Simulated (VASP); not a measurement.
Here is a VASP 6.6.1 calculation.

INCAR

```
PREC = Accurate
ENCUT = 520
EDIFF = 1E-6
ISMEAR = -1
SIGMA = 0.05
LREAL = False
LASPH = True
NELM = 60
ALGO = Fast
ISIF = 2
LWAVE = False
LCHARG = False
NBANDS = 22
```

File KPOINTS:

```
Automatic mesh
0
Gamma
  11 11 3
```

The input POSCAR:

```
Re
1.0
    2.7099146624      0.0000000000      0.0000000000
   -1.3549573311      2.3468549397      0.0000000000
    0.0000000000      0.0000000000      8.7563685467
Re
4
Direct
    0.6666666667      0.3333333333      0.7500000000
    0.0000000000      0.0000000000      0.5000000000
    0.3333333333      0.6666666667      0.2500000000
    0.0000000000      0.0000000000      0.0000000000
```

Potentials or basis: VASP PAW LDA potentials, release 64 (Re).

Run with:

```sh
$ cat potpaw_LDA.64/Re/POTCAR > POTCAR
$ mpirun -np 1 vasp_std > vasp.out
```

Question: Estimate the band gap on the k mesh.

Answer: Zero (band 14 reaches 9.93 eV, above the bottom of band 15 at 7.19 eV).

Question: Estimate the pressure.

Answer: 14.2 GPa.

Stress tensor (GPa, compression positive):
```
14.40  0.00  0.00
 0.00 14.40  0.00
 0.00  0.00 13.76
```

Caveat: spin-orbit coupling is left out, which moves the levels of the heavy elements.
